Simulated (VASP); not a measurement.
Wanted: the native input for a VASP 6.6.1 run.

- Task: single point
- Functional: BLYP
- Potentials or basis: VASP PAW PBE potentials, release 64 (Ta_pv, F)
- Cutoff: 520 eV
- k mesh: 4 × 4 × 4
- Occupations: methfessel-paxton, width 0.1 eV
- Spin: no spin polarisation
- Dipole correction: no
- Further INCAR settings: ALGO = Normal; EDIFF = 1e-06; NBANDS = 24

The structure of TaF3 lies in POSCAR:

```
TaF3
1.0
    3.9012000000      0.0000000000      0.0000000000
    0.0000000000      3.9012000000      0.0000000000
    0.0000000000      0.0000000000      3.9012000000
Ta F
1 3
Direct
    0.0000000000      0.0000000000      0.0000000000
    0.5000000000      0.0000000000      0.0000000000
    0.0000000000      0.5000000000      0.0000000000
    0.0000000000      0.0000000000      0.5000000000
```

The input as run:

INCAR

```
SYSTEM = TaF3
PREC     = Accurate       ! precision mode
ENCUT    = 520            ! plane-wave cutoff, eV
EDIFF    = 1E-6           ! SCF threshold, eV
ISMEAR   = 1              ! smearing method
SIGMA    = 0.1            ! smearing width, eV
LREAL    = .False.        ! projectors in reciprocal space
LASPH    = .True.         ! aspherical terms in the spheres
NELM     = 80             ! most SCF steps
ALGO     = Normal         ! electronic algorithm
ISIF     = 2              ! what is computed and relaxed
LWAVE    = .False.        ! write WAVECAR
LCHARG   = .False.        ! write CHGCAR
GGA      = B5             ! functional
ALDAX    = 1.0          
AGGAX    = 1.0          
AGGAC    = 1.0          
ALDAC    = 0.0          
NBANDS   = 24             ! bands
```

KPOINTS

```
regular mesh
0
Gamma
  4 4 4
  0 0 0
```

Potentials or basis: VASP PAW PBE potentials, release 64 (Ta_pv, F).

Run with:

```sh
$ cat potpaw_PBE.64/Ta_pv/POTCAR potpaw_PBE.64/F/POTCAR > POTCAR
$ mpirun -np 1 vasp_std > vasp.out
```

It gave:

The pressure is 30.9 GPa. The band gap on the k mesh is zero (band 16 reaches 7.07 eV, above the bottom of band 17 at 4.09 eV).

Caveat: the k points lie up to 0.40 Å⁻¹ apart; the PAW data sets were made with another functional, which shifts forces and pressure a little; spin-orbit coupling is left out, which moves the levels of the heavy elements.

It took 25 s on 1 thread of Intel(R) Xeon(R) Platinum 8259CL CPU @ 2.50GHz (Skylake/Cascade Lake), on a shared host, peak memory 0.16 GiB.
